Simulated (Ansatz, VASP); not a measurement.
# Sn3Se: VASP beside Ansatz

```
Sn Se
1.0
     0.00000    3.65819    3.65819
     3.65819    0.00000    3.65819
     3.65819    3.65819    0.00000
Sn Se
3 1
Direct
  0.25000 0.25000 0.25000
  0.75000 0.75000 0.75000
  0.50000 0.50000 0.50000
  0.00000 0.00000 0.00000
```

Alike in both runs: task single point; functional PBEsol; k mesh 12 × 12 × 12; occupations gaussian, width 0.15 eV; no spin polarisation.

```csv
,VASP,Ansatz
version,VASP 6.6.1,Ansatz 0.2.0
potentials or method,"VASP PAW PBE potentials, release 64 (Sn_d, Se), cutoff 520 eV","scalar-relativistic, plane waves, PAW"
valence electrons in the cell,48,58
```

```csv
,VASP,Ansatz,Ansatz less VASP
gap on the k mesh at the Fermi level (eV),none,none,-
pressure (GPa),0.1,0.1,-0.03
```

VASP's potentials were made for PBE, not for PBEsol. A gap of «none» marks a metal or a gap that the smearing closes. The functional is the same, so the differences come from potentials, cutoffs and numerics. VASP's potentials hold 48 valence electrons a cell and Ansatz's 58, so a difference there can come from the potentials and not from the codes.
